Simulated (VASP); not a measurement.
A run of VASP 6.6.1:

Contents of INCAR:

```
SYSTEM = CoBi
PREC = Accurate
ENCUT = 520
EDIFF = 1E-6
ISMEAR = -1
SIGMA = 0.05
LREAL = .False.
LASPH = .True.
NELM = 150
ALGO = Normal
ISIF = 2
LWAVE = .False.
LCHARG = .False.
ISPIN = 2
MAGMOM = 2 0
LORBIT = 11
LMAXMIX = 4
GGA = PE
NBANDS = 23
```

Contents of KPOINTS:

```
Automatic mesh
0
Gamma
  13 13 13
  0 0 0
```

POSCAR

```
CoBi
1.0
    0.0000000000      2.6545566849      2.6545566849
    2.6545566849      0.0000000000      2.6545566849
    2.6545566849      2.6545566849      0.0000000000
Co Bi
1 1
Direct
    0.0000000000      0.0000000000      0.0000000000
    0.5000000000      0.5000000000      0.5000000000
```

Potentials or basis: VASP PAW PBE potentials, release 64 (Co, Bi_d).

Run with:

```console
$ cat potpaw_PBE.64/Co/POTCAR potpaw_PBE.64/Bi_d/POTCAR > POTCAR
$ mpirun -np 1 vasp_std > vasp.out
```

Hardware: 1 thread of Intel Xeon 8259CL, with other jobs on the host.

Task: Estimate the wall time of this run.

Result: It took 2.7 min on 1 thread of Intel Xeon 8259CL, on a shared host, peak memory 0.25 GiB. Counts: scf iterations 15, k points 84.
